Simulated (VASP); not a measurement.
Here is a VASP 6.6.1 calculation.

File INCAR:

```
PREC = Accurate
ENCUT = 520
EDIFF = 1E-6
ISMEAR = 0
SIGMA = 0.1
LREAL = F
LASPH = T
NELM = 60
ALGO = Normal
ISIF = 2
LWAVE = F
LCHARG = F
GGA = PE
NBANDS = 26
```

File KPOINTS:

```
Automatic mesh
0
Gamma
  10 10 8
```

File POSCAR:

```
CoSi2
1.0
    2.6799390584      2.6799390584      0.0000000000
   -2.6799390584      2.6799390584      0.0000000000
    0.0000000000      0.0000000000      5.3598781167
Co Si
2 4
Direct
    0.0000000000      0.0000000000      0.0000000000
    0.5000000000      0.5000000000      0.5000000000
    0.0000000000      0.5000000000      0.7500000000
    0.5000000000      0.0000000000      0.7500000000
    0.5000000000      0.0000000000      0.2500000000
    0.0000000000      0.5000000000      0.2500000000
```

Potentials or basis: VASP PAW PBE potentials, release 64 (Co, Si).

Launch:

```console
$ cat potpaw_PBE.64/Co/POTCAR potpaw_PBE.64/Si/POTCAR > POTCAR
$ mpirun -np 1 vasp_std > vasp.out
```

Problem. Predict the pressure.

Solution. -0.1 GPa.

Problem. What does it give for the band gap on the k mesh?

Solution. Zero (bands 17 and 18 overlap by 3.04 eV).

Caveat: the run has no spin polarisation, though such a crystal can be magnetic. Spin polarisation is off, so any magnetic state and its effect on volume and gap are missing.
